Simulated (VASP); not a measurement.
Wanted: the native input for a VASP 6.6.1 run.

* Task: single point
* Functional: PBE
* Potentials or basis: VASP PAW PBE potentials, release 64 (Mg, Sc_sv, C)
* Cutoff: 520 eV
* k mesh: 12 × 12 × 12
* Occupations: gaussian, width 0.1 eV
* Spin: no spin polarisation
* Dipole correction: no
* Further INCAR settings: ALGO = Normal; EDIFF = 1e-06; NBANDS = 24

The structure of MgSc2C2 lies in POSCAR:

```
MgSc2C2
1.0
   -2.1561688081      2.1561688081      5.5839872884
    2.1561688081     -2.1561688081      5.5839872884
    2.1561688081      2.1561688081     -5.5839872884
Mg Sc C
1 2 2
Direct
    0.0000000000      0.0000000000      0.0000000000
    0.7500000000      0.2500000000      0.5000000000
    0.2500000000      0.7500000000      0.5000000000
    0.8144609843      0.8144609843      0.0000000000
    0.1855390157      0.1855390157      0.0000000000
```

The cell was generated, and may not be a known phase.

The input as run:

INCAR

```
SYSTEM = MgSc2C2
ALGO = Normal
EDIFF = 1E-6
ENCUT = 520
GGA = PE
ISIF = 2
ISMEAR = 0
LASPH = .TRUE.
LCHARG = .FALSE.
LREAL = .FALSE.
LWAVE = .FALSE.
NBANDS = 24
NELM = 80
PREC = Accurate
SIGMA = 0.1
```

KPOINTS

```
k-points
0
G
  12 12 12
  0 0 0
```

Potentials or basis: VASP PAW PBE potentials, release 64 (Mg, Sc_sv, C).

Command:

```sh
$ cat potpaw_PBE.64/Mg/POTCAR potpaw_PBE.64/Sc_sv/POTCAR potpaw_PBE.64/C/POTCAR > POTCAR
$ mpirun -np 1 vasp_std > vasp.out
```

Results of the run:

```yaml
Pressure: 0.3 GPa
Largest_force: 0.027 eV/Å
Band_gap_on_the_k_mesh: 1.12 eV (least direct gap 1.29 eV)
```

Wall time 14 min on 1 thread of Intel Xeon 8259CL (shared host), peak memory 0.59 GiB.
